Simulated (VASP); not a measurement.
A run of VASP 6.6.1 is set up as follows.

The input INCAR:

```
SYSTEM = Co
PREC = Accurate
ENCUT = 690
EDIFF = 1E-6
ISMEAR = -1
SIGMA = 0.05
LREAL = .FALSE.
LASPH = .TRUE.
NELM = 120
ALGO = Normal
ISIF = 2
LWAVE = .FALSE.
LCHARG = .FALSE.
GGA = PE
NBANDS = 24
GGA_COMPAT = .FALSE.
```

KPOINTS

```
Automatic mesh
0
G
  12 12 7
  0 0 0
```

Contents of POSCAR:

```
Co
1.0
    2.4873648738      0.0000000000      0.0000000000
   -1.2436824369      2.1541211692      0.0000000000
    0.0000000000      0.0000000000      4.0632895034
Co
2
Direct
    0.3333333333      0.6666666667      0.7401390000
    0.6666666667      0.3333333333      0.2598610000
```

Potentials or basis: VASP PAW PBE potentials, release 64 (Co_sv).

Command:

```sh
$ cat potpaw_PBE.64/Co_sv/POTCAR > POTCAR
$ mpirun -np 1 vasp_std > vasp.out
```

Task: Estimate the largest force.

Result: 0.601 eV/Å.

Task: What does it give for the pressure?

Result: -12.1 GPa.

Task: What does it give for the band gap on the k mesh?

Result: Zero (bands 17 and 18 overlap by 1.32 eV).

Stress tensor (GPa, compression positive):
```
-11.35   0.00   0.00
  0.00 -11.35   0.00
  0.00   0.00 -13.70
```

Caveat: the cell stands under tension; the run has no spin polarisation, though such a crystal can be magnetic. Spin polarisation is off, so any magnetic state and its effect on volume and gap are missing.
